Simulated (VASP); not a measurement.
Crystal: Os.

```
Os
1.0
     2.75278    0.00000    0.00000
    -1.37639    2.38398    0.00000
     0.00000    0.00000    6.52637
Os
3
Cartesian
  0.0000 0.0000 0.0000
  0.0000 1.5893 2.1755
  1.3764 0.7947 4.3509
```

* Program: VASP 6.6.1
* Task: relaxation of cell and atoms
* Functional: PBE
* Potentials or basis: VASP PAW PBE potentials, release 64 (Os)
* Cutoff: 600 eV
* k mesh: 18 × 18 × 7
* Occupations: gaussian, width 0.1 eV
* Spin: no spin polarisation

At the start: pressure 2.2 GPa; volume 14.28 Å³/atom.

**Question.** Where does the relaxation end?

**Answer.** Over 8 steps the energy falls by 21.5 meV/atom and the volume is 14.33 Å³/atom (+0.4 %); space group R-3m (No. 166, to 0.1 Å) before, Fm-3m (No. 225, to 0.1 Å).

The path:
| step | energy change (eV) | largest force (eV/Å) | pressure (GPa) | volume (Å³) |
| --- | --- | --- | --- | --- |
| 1 | 0.0000 | 0.0000 | 2.17 | 42.83 |
| 2 | 0.1320 | 0.0000 | -6.32 | 43.92 |
| 3 | -0.0626 | 0.0000 | -2.28 | 43.25 |
| 4 | -0.0626 | 0.0000 | -2.15 | 43.23 |
| 5 | -0.0451 | 0.0000 | 7.44 | 42.24 |
| 6 | -0.0644 | 0.0000 | -0.03 | 43.00 |
| 7 | -0.0644 | 0.0000 | -0.03 | 43.00 |
| 8 | -0.0644 | 0.0000 | 0.02 | 42.99 |

Final structure:
```cif
data_structure
_symmetry_space_group_name_H-M 'P 1'
_symmetry_Int_Tables_number 1
_cell_length_a 2.7256
_cell_length_b 2.7256
_cell_length_c 6.6825
_cell_angle_alpha 90.000
_cell_angle_beta 90.000
_cell_angle_gamma 120.000
_cell_volume 42.99
loop_
_atom_site_label
_atom_site_type_symbol
_atom_site_fract_x
_atom_site_fract_y
_atom_site_fract_z
_atom_site_occupancy
Os1 Os 0.00000 0.00000 0.00000 1
Os2 Os 0.33333 0.66667 0.33333 1
Os3 Os 0.66667 0.33333 0.66667 1
```

Caveat: the highest band is partly filled, so the run has too few bands.
